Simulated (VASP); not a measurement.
Here is a VASP 6.6.1 calculation.

The input INCAR:

```
PREC = Accurate ; ENCUT = 520
EDIFF = 1E-7 ; ISMEAR = 0
SIGMA = 0.1 ; LREAL = False
LASPH = True ; NELM = 100
ALGO = Normal ; ISIF = 2
LWAVE = False ; LCHARG = False
LDIPOL = True ; IDIPOL = 3
DIPOL = 0.5 0.5 0.322 ; GGA = PE
NBANDS = 99
```

The input KPOINTS:

```
regular mesh
0
Gamma
  5 5 1
```

The input POSCAR:

```
W12S
1.0
    5.7094426444      0.0000000000      0.0000000000
    0.0000000000      5.7094426444      0.0000000000
    0.0000000000      0.0000000000     19.4446428403
W S
12 1
Direct
    0.2500000000      0.2500000000      0.2057121868
    0.2500000000      0.7500000000      0.2057121868
    0.7500000000      0.2500000000      0.2057121868
    0.7500000000      0.7500000000      0.2057121868
    0.0000000000      0.0000000000      0.3071173005
    0.0000000000      0.5000000000      0.3071173005
    0.5000000000      0.0000000000      0.3071173005
    0.5000000000      0.5000000000      0.3071173005
    0.2500000000      0.2500000000      0.4085774630
    0.2500000000      0.7500000000      0.4085774630
    0.7500000000      0.2500000000      0.4085774630
    0.7500000000      0.7500000000      0.4085774630
    0.4166666667      0.4166666667      0.5007361854
```

Potentials or basis: VASP PAW PBE potentials, release 64 (W_sv, S).

Command:

```sh
$ cat potpaw_PBE.64/W_sv/POTCAR potpaw_PBE.64/S/POTCAR > POTCAR
$ mpirun -np 1 vasp_std > vasp.out
```

Problem. Predict the largest force.

Solution. 1.621 eV/Å.

Problem. Estimate the band gap on the k mesh.

Solution. Zero (bands 87 and 88 overlap by 0.17 eV).

Forces on the atoms (eV/Å):
```
W   -0.051 -0.051  0.098
W   -0.029  0.014 -0.077
W    0.014 -0.029 -0.077
W    0.036  0.036 -0.073
W   -0.282 -0.282 -0.617
W   -0.159  0.197  0.086
W    0.197 -0.159  0.086
W   -0.037 -0.037 -0.135
W   -1.100 -1.100 -0.351
W    0.345 -0.049  0.529
W   -0.049  0.345  0.529
W   -0.030 -0.030 -0.001
S    1.146  1.146  0.004
```

Caveat: spin-orbit coupling is left out, which moves the levels of the heavy elements.
